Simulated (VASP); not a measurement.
Write the native input for VASP 6.6.1 that does the following.

* Task: single point
* Functional: r2SCAN50
* Potentials or basis: VASP PAW PBE potentials, release 64 (Au)
* Cutoff: 520 eV
* k mesh: 6 × 6 × 6
* Occupations: fermi-dirac, width 0.05 eV
* Spin: no spin polarisation
* Dipole correction: no
* Grid for exact exchange (PRECFOCK): Normal
* Further INCAR settings: ALGO = Normal; EDIFF = 1e-06; NBANDS = 12
* Share of exact exchange: 0.5

Crystal: Au.

```xyz
1
Lattice="0.0000 2.0485 2.0485 2.0485 0.0000 2.0485 2.0485 2.0485 0.0000" Properties=species:S:1:pos:R:3 pbc="T T T"
Au    0.0000    0.0000    0.0000
```

The input as run:

POSCAR

```
Au
1.0
    0.0000000000      2.0484772140      2.0484772140
    2.0484772140      0.0000000000      2.0484772140
    2.0484772140      2.0484772140      0.0000000000
Au
1
Direct
    0.0000000000      0.0000000000      0.0000000000
```

INCAR.step1

```
PREC     = Accurate       # precision mode
ENCUT    = 520            # plane-wave cutoff, eV
EDIFF    = 1E-5           # SCF threshold, eV
ISMEAR   = -1             # smearing method
SIGMA    = 0.05           # smearing width, eV
LREAL    = F              # projectors in reciprocal space
LASPH    = T              # aspherical terms in the spheres
NELM     = 100            # most SCF steps
ALGO     = Normal         # electronic algorithm
ISIF     = 2              # what is computed and relaxed
LWAVE    = T              # write WAVECAR
GGA      = PE             # functional
NBANDS   = 12             # bands
```

INCAR.step2

```
PREC     = Accurate       # precision mode
ENCUT    = 520            # plane-wave cutoff, eV
EDIFF    = 1E-6           # SCF threshold, eV
ISMEAR   = -1             # smearing method
SIGMA    = 0.05           # smearing width, eV
LREAL    = F              # projectors in reciprocal space
LASPH    = T              # aspherical terms in the spheres
NELM     = 100            # most SCF steps
ALGO     = Normal         # electronic algorithm
ISIF     = 2              # what is computed and relaxed
LWAVE    = F              # write WAVECAR
LCHARG   = T              # write CHGCAR
METAGGA  = R2SCAN         # meta-GGA
LHFCALC  = T              # exact exchange
AEXX     = 0.5            # exact-exchange fraction
LMIXTAU  = T            
PRECFOCK = Normal       
LELF     = T              # ELF
LVHAR    = T            
ISTART   = 1            
NBANDS   = 12             # bands
```

KPOINTS

```
Automatic mesh
0
Gamma
  6 6 6
```

Potentials or basis: VASP PAW PBE potentials, release 64 (Au).

Launch:

```bash
$ cat potpaw_PBE.64/Au/POTCAR > POTCAR
$ cp INCAR.step1 INCAR
$ mpirun -np 1 vasp_std > vasp.out
$ cp INCAR.step2 INCAR
$ mpirun -np 1 vasp_std > vasp.out
```

It gave:

| Item | Value |
| --- | --- |
| Pressure | 2.5 GPa |
| Band gap on the k mesh | zero (an odd number of electrons rules out a gap without spin polarisation) |

Caveat: the k points lie up to 0.44 Å⁻¹ apart, too coarse for converged energies and pressures of a metal; the PAW data sets were made with another functional, which shifts forces and pressure a little; spin-orbit coupling is left out, which moves the levels of the heavy elements.

It took 11 min on 1 thread of AMD EPYC 7R13 Processor (Zen 3), with other jobs on the host, peak memory 0.14 GiB.
